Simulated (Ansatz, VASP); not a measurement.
# Si2Ni: VASP beside Ansatz

```xyz
3
Lattice="0.0000 2.6956 2.6956 2.6956 0.0000 2.6956 2.6956 2.6956 0.0000" Properties=species:S:1:pos:R:3 pbc="T T T"
Ni    0.0000    0.0000    0.0000
Si    1.3478    1.3478    1.3478
Si    4.0434    4.0434    4.0434
```

Alike in both runs: functional PBEsol; k mesh 14 × 14 × 14; occupations gaussian, width 0.1 eV; no spin polarisation.

Ansatz relaxed the structure, and its values are those at the end. VASP's run is a single point on that final structure, the one shown.

```csv
,VASP,Ansatz
version,VASP 6.6.1,Ansatz 0.2.0
potentials or method,"VASP PAW PBE potentials, release 64 (Ni, Si), cutoff 600 eV","scalar-relativistic, plane waves, PAW"
valence electrons in the cell,18,26
```

Ansatz gave:

| Quantity | Value |
| --- | --- |
| gap on the k mesh at the Fermi level (eV) | none |
| pressure (GPa) | 0.0 |

Which values does VASP return?

gap on the k mesh at the Fermi level (eV): none; pressure (GPa): 0.1.

VASP's potentials were made for PBE, not for PBEsol, and Ansatz warns of the same on its side. A gap of «none» marks a metal or a gap that the smearing closes. The functional is the same, so the differences come from potentials, cutoffs and numerics. VASP's potentials hold 18 valence electrons a cell and Ansatz's 26, so a difference there can come from the potentials and not from the codes.
